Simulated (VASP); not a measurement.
# Mg3O4 in VASP: single point with PBE

Aim: the single point of Mg3O4 with PBE.

Program: VASP 6.6.1. These are calculated values, not measurements. Logs are shortened: lines on timing, memory, paths and dates and some standing lists are left out, and cuts for length are marked.

## (1) The cell of the first run

The cell holds a slab with vacuum, 7 atoms: a = 3.009 Å, b = 3.009 Å, c = 19.780 Å, α = 90.00°, β = 90.00°, γ = 90.00°.

## (2) Single point, PBE, collinear spin

INCAR

```
SYSTEM = Mg3O4
PREC = Accurate ; ENCUT = 520
EDIFF = 1E-6 ; ISMEAR = 0
SIGMA = 0.05 ; LREAL = .False.
LASPH = .True. ; NELM = 150
ALGO = Normal ; ISIF = 2
LWAVE = .False. ; LCHARG = .False.
ISPIN = 2 ; MAGMOM = 0 0 0 0 0 0 2
LORBIT = 11 ; LDIPOL = .True.
IDIPOL = 3 ; DIPOL = 0.5 0.5 0.337
GGA = PE ; NBANDS = 28
```

KPOINTS

```
regular mesh
0
Gamma
  9 9 1
  0 0 0
```

POSCAR

```
Mg3O4
1.0
    3.0085896345      0.0000000000      0.0000000000
    0.0000000000      3.0085896345      0.0000000000
    0.0000000000      0.0000000000     19.7799623498
Mg O
3 4
Direct
    0.5000000000      0.5000000000      0.2022248541
    0.0000000000      0.0000000000      0.3100331121
    0.5000000000      0.5000000000      0.4161289127
    0.0000000000      0.0000000000      0.2022248541
    0.5000000000      0.5000000000      0.3095409237
    0.0000000000      0.0000000000      0.4186035445
    0.0000000000      0.5000000000      0.5003006068
```

Potentials or basis: VASP PAW PBE potentials, release 64 (Mg, O).

Run with:

```console
$ cat potpaw_PBE.64/Mg/POTCAR potpaw_PBE.64/O/POTCAR > POTCAR
$ mpirun -np 1 vasp_std > vasp.out
```

OUTCAR:

```text
SYSTEM = Mg3O4
   PREC = Accurate
   ENCUT = 520
   EDIFF = 1E-6
   ISMEAR = 0
   LREAL = .False.
   LASPH = .True.
   NELM = 150
   ISIF = 2
   ISPIN = 2
   LORBIT = 11
   GGA = PE

 ion  position               nearest neighbor table
   1  0.500  0.500  0.202-   5 2.12   4 2.13   4 2.13   4 2.13   4 2.13   2 3.01   2 3.01   2 3.01
                             2 3.01
   2  0.000  0.000  0.310-   5 2.13   5 2.13   5 2.13   5 2.13   4 2.13   6 2.15   3 2.99   3 2.99
                             3 2.99   3 2.99   1 3.01   1 3.01   1 3.01   1 3.01
   3  0.500  0.500  0.416-   5 2.11   6 2.13   6 2.13   6 2.13   6 2.13   7 2.24   7 2.24   2 2.99
                             2 2.99   2 2.99   2 2.99
   4  0.000  0.000  0.202-   1 2.13   1 2.13   1 2.13   1 2.13   2 2.13
   5  0.500  0.500  0.310-   3 2.11   1 2.12   2 2.13   2 2.13   2 2.13   2 2.13
   6  0.000  0.000  0.419-   3 2.13   3 2.13   3 2.13   3 2.13   2 2.15
   7  0.000  0.500  0.500-   3 2.24   3 2.24

  LATTYP: Found a simple tetragonal cell.
 ALAT       =     3.0085896345
 C/A-ratio  =     6.5744966090

  Lattice vectors:

 A1 = (   3.0085896345,   0.0000000000,   0.0000000000)
 A2 = (   0.0000000000,   3.0085896345,   0.0000000000)
 A3 = (   0.0000000000,   0.0000000000,  19.7799623498)

Analysis of symmetry for initial positions (statically):
=====================================================================
 Subroutine PRICEL returns:
 Original cell was already a primitive cell.

 Routine SETGRP: Setting up the symmetry group for a
 simple tetragonal supercell.

 Subroutine GETGRP returns: Found  4 space group operations
 (whereof  4 operations were pure point group operations)
 out of a pool of 16 trial point group operations.

The static configuration has the point symmetry C_2v.

Analysis of symmetry for dynamics (positions and initial velocities):
=====================================================================
 Subroutine PRICEL returns:
 Original cell was already a primitive cell.

 Routine SETGRP: Setting up the symmetry group for a
 simple tetragonal supercell.

 Subroutine GETGRP returns: Found  4 space group operations
 (whereof  4 operations were pure point group operations)
 out of a pool of 16 trial point group operations.

The dynamic configuration has the point symmetry C_2v.

Analysis of structural, dynamic, and magnetic symmetry:
=====================================================================
 Subroutine PRICEL returns:
[... 166 lines left out ...]
  ---------------------------------------------------
  free energy    TOTEN  =       -37.43056559 eV

  energy without entropy =      -37.43049679  energy(sigma->0) =      -37.43053119

 E-fermi :  -1.5308     XC(G=0):  -4.8269

 val. band max:       -1.6054201028   @ k =   0.0000   0.0000   0.0000
 cond. band min:      -1.4654668062   @ k =   0.0000   0.0000   0.0000
 fundamental gap:      0.1399532966
 Fermi energy:        -1.5307809343

 spin component 1

 k-point     1 :       0.0000    0.0000    0.0000
  band No.  band energies     occupation
      1     -20.7156      1.00000
      2     -20.1894      1.00000
      3     -19.4348      1.00000
      4     -18.5444      1.00000
      5      -6.9394      1.00000
      6      -5.9383      1.00000
[... 709 lines left out ...]
     26       8.6978      0.00000
     27       8.8840      0.00000

 [... further k-points ...]

 spin component 2

 k-point     1 :       0.0000    0.0000    0.0000
  band No.  band energies     occupation
      1     -20.3292      1.00000
      2     -19.5800      1.00000
      3     -19.2190      1.00000
      4     -16.5073      1.00000
      5      -6.7861      1.00000
      6      -5.2415      1.00000
[... 709 lines left out ...]
     26       8.8688      0.00000
     27       8.9204      0.00000

 [... further k-points ...]

 [bands above 27 left out]

------------------------ aborting loop because EDIFF is reached ----------------------------------------

 vacuum level on the upper side and lower side of the slab       (xc-potential included)         2.175        -2.188

  FORCE on cell =-STRESS in cart. coord.  units (eV):
  Direction    XX          YY          ZZ          XY          YZ          ZX
  --------------------------------------------------------------------------------------
  -------------------------------------------------------------------------------------
  Total       -1.7773051     -1.4753914     -0.0692784      0.0000000      0.0000000      0.0000000
  in kB      -15.9045428    -13.2028126     -0.6199509      0.0000000      0.0000000      0.0000000
  external PRESSURE =      -9.9091021 kB  Pullay stress =       0.0000000 kB

 VOLUME and BASIS-vectors are now :
 -----------------------------------------------------------------------------
  energy-cutoff  :      520.00
  volume of cell :      179.04
      direct lattice vectors                 reciprocal lattice vectors
     3.008589634  0.000000000  0.000000000     0.332381654  0.000000000  0.000000000
     0.000000000  3.008589634  0.000000000     0.000000000  0.332381654  0.000000000
     0.000000000  0.000000000 19.779962350     0.000000000  0.000000000  0.050556214

 POSITION                                       TOTAL-FORCE (eV/Angst)
 -----------------------------------------------------------------------------------
      1.50429      1.50429      4.00000         0.000000      0.000000      0.447970
      0.00000      0.00000      6.13244         0.000000      0.000000     -0.064901
      1.50429      1.50429      8.23101         0.000000      0.000000      2.089821
      0.00000      0.00000      4.00000         0.000000      0.000000     -0.428374
      1.50429      1.50429      6.12271         0.000000      0.000000     -0.030046
      0.00000      0.00000      8.27996         0.000000      0.000000     -2.004383
      0.00000      1.50429      9.89593         0.000000      0.000000     -0.010087
 -----------------------------------------------------------------------------------
    total drift:                                0.000000      0.000000     -0.001142

  FREE ENERGIE OF THE ION-ELECTRON SYSTEM (eV)
  ---------------------------------------------------
  free  energy   TOTEN  =       -37.4305655868 eV

  energy  without entropy=      -37.4304967941  energy(sigma->0) =      -37.43053119

 vacuum level on the upper side and lower side of the slab         5.708         1.224

 total charge

# of ion       s       p       d       tot
------------------------------------------
    1        0.141   0.150   0.062   0.352
    2        0.147   0.170   0.073   0.391
    3        0.137   0.160   0.070   0.366
    4        1.543   3.492   0.000   5.034
    5        1.543   3.541   0.000   5.084
    6        1.562   3.434   0.000   4.997
    7        1.619   3.061   0.000   4.680
--------------------------------------------------
tot          6.692  14.008   0.205  20.905

 magnetization (x)

# of ion       s       p       d       tot
------------------------------------------
    1        0.000   0.000   0.000   0.000
    2        0.002   0.003   0.002   0.007
    3       -0.004  -0.002   0.001  -0.005
    4        0.000   0.001   0.000   0.001
    5        0.001   0.017   0.000   0.018
    6        0.021   0.325   0.000   0.347
    7        0.015   1.261   0.000   1.276
--------------------------------------------------
tot          0.035   1.606   0.003   1.644
```

It took 8.3 min on 1 thread of Oxide Virtual Turin-like, shared host; peak memory 0.4 GiB.

Results:

```yaml
Free_energy: -37.4306 eV
Largest_force: 2.090 eV/Å
Band_gap_on_the_k_mesh: 0.14 eV
Net_moment: 2.00 μB per cell
Site_moments: Mg +0.00, +0.01, -0.01; O +0.00, +0.02, +0.35, +1.28 μB
Valence_electrons_inside_the_program's_atomic_spheres: Mg 0.35, 0.39, 0.37; O 5.03, 5.08, 5.00, 4.68
```

Forces in eV/Å, atoms in the order of the input:
```
Mg   0.000  0.000  0.448
Mg   0.000  0.000 -0.065
Mg   0.000  0.000  2.090
O    0.000  0.000 -0.428
O    0.000  0.000 -0.030
O    0.000  0.000 -2.004
O    0.000  0.000 -0.010
```

Caveat: semilocal functionals underestimate gaps, and a narrow one can read as zero.
